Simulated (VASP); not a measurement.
Input of a VASP 6.6.1 run:

INCAR

```
PREC = Accurate
ENCUT = 600
EDIFF = 1E-6
ISMEAR = -1
SIGMA = 0.1
LREAL = False
LASPH = True
NELM = 80
ALGO = Normal
ISIF = 3
LWAVE = False
LCHARG = False
IBRION = 2
NSW = 80
EDIFFG = -0.01
```

The input KPOINTS:

```
regular mesh
0
Gamma
  5 5 7
```

File POSCAR:

```
Rb
1.0
    7.8956864786      0.0000000000      0.0000000000
   -3.9478432393      6.8378650708      0.0000000000
    0.0000000000      0.0000000000      4.8400558114
Rb
3
Direct
    0.0000000000      0.0000000000      0.0000000000
    0.3333333333      0.6666666667      0.5000000000
    0.6666666667      0.3333333333      0.5000000000
```

Potentials or basis: VASP PAW LDA potentials, release 64 (Rb_sv).

Command:

```console
$ cat potpaw_LDA.64/Rb_sv/POTCAR > POTCAR
$ mpirun -np 1 vasp_std > vasp.out
```

**Question.** Predict the relaxed cell.

**Answer.** a = 7.682 Å, b = 7.682 Å, c = 4.582 Å, α = 90.00°, β = 90.00°, γ = 120.00°.

**Question.** What does it give for the space group after relaxing (to 0.1 Å)?

**Answer.** P6/mmm (No. 191).

**Question.** Estimate the band gap on the k mesh.

**Answer.** Zero (an odd number of electrons rules out a gap without spin polarisation).

**Question.** Predict the relaxed volume.

**Answer.** 78.06 Å³/atom.

Step by step:
```csv
step,energy change (eV),largest force (eV/Å),pressure (GPa),volume (Å³)
1,0.0000,0.0000,-0.30,261.31
2,-0.0111,0.0000,-0.24,255.15
3,-0.0240,0.0000,-0.13,245.05
4,-0.0257,0.0000,0.14,225.64
5,-0.0293,0.0000,-0.01,234.75
6,-0.0293,0.0000,0.01,233.84
7,-0.0295,0.0000,0.00,233.93
8,-0.0297,0.0000,0.01,234.18
```
